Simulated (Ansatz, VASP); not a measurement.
One calculation of SnSe, two programs

INCAR

```
SYSTEM = SnSe
  PREC = Accurate
  ENCUT = 520
  EDIFF = 1E-6
  ISMEAR = 0
  SIGMA = 0.05
  LREAL = .FALSE.
  LASPH = .TRUE.
  NELM = 100
  ALGO = Normal
  ISIF = 2
  LWAVE = .FALSE.
  LCHARG = .FALSE.
  GGA = CA
  NBANDS = 17
```

The input KPOINTS:

```
regular mesh
0
G
  8 8 8
  0 0 0
```

POSCAR

```
SnSe
1.0
    0.0000000000      3.0100000000      2.9197000000
    3.0100000000      0.0000000000      2.9197000000
    3.0100000000      3.0100000000      0.0000000000
Sn Se
1 1
Direct
    0.0000000000      0.0000000000      0.0000000000
    0.5000000000      0.5000000000      0.5000000000
```

Input for Ansatz:

```yaml
crystal:
  lattice:
    - [0.0, 3.01, 2.9197]
    - [3.01, 0.0, 2.9197]
    - [3.01, 3.01, 0.0]
  atoms:
    - { symbol: Sn, position: [0.0, 0.0, 0.0] }
    - { symbol: Se, position: [0.5, 0.5, 0.5] }
basis:
  ecutwfc: 420
kpoints:
  mp_grid: { grid: [8, 8, 8] }
hamiltonian:
  xc: lda
scf:
  occupations: { method: gaussian, width: 0.05 }
output:
  forces: true
  stress: true
  eigenvalues: true
```

Change from the starting cell: strain -0.0300 x Voigt [0, 0, 1, 0, 0, 0], atoms carried along.

Alike in both runs: task single point; functional LDA; k mesh 8 × 8 × 8; occupations gaussian, width 0.05 eV; no spin polarisation.

|  | VASP | Ansatz |
| --- | --- | --- |
| version | VASP 6.6.1 | Ansatz 0.2.0 |
| potentials or method | VASP PAW LDA potentials, release 64 (Sn_d, Se), cutoff 520 eV | scalar-relativistic, plane waves, PAW |
| valence electrons in the cell | 20 | 30 |

|  | VASP | Ansatz | Ansatz less VASP |
| --- | --- | --- | --- |
| gap on the k mesh at the Fermi level (eV) | 0.73 | 0.73 | -0.002 |
| least direct gap on the mesh (eV) | 0.79 | 0.77 | -0.020 |
| pressure (GPa) | -1.6 | -1.7 | -0.11 |
| traceless stress, the component that is largest in VASP (GPa) | 2.70 | 2.68 | -0.024 |

LDA's correlation is that of Perdew and Zunger in VASP and of Perdew and Wang (1992) in Ansatz. VASP's potentials hold 20 valence electrons a cell and Ansatz's 30, so a difference there can come from the potentials and not from the codes.
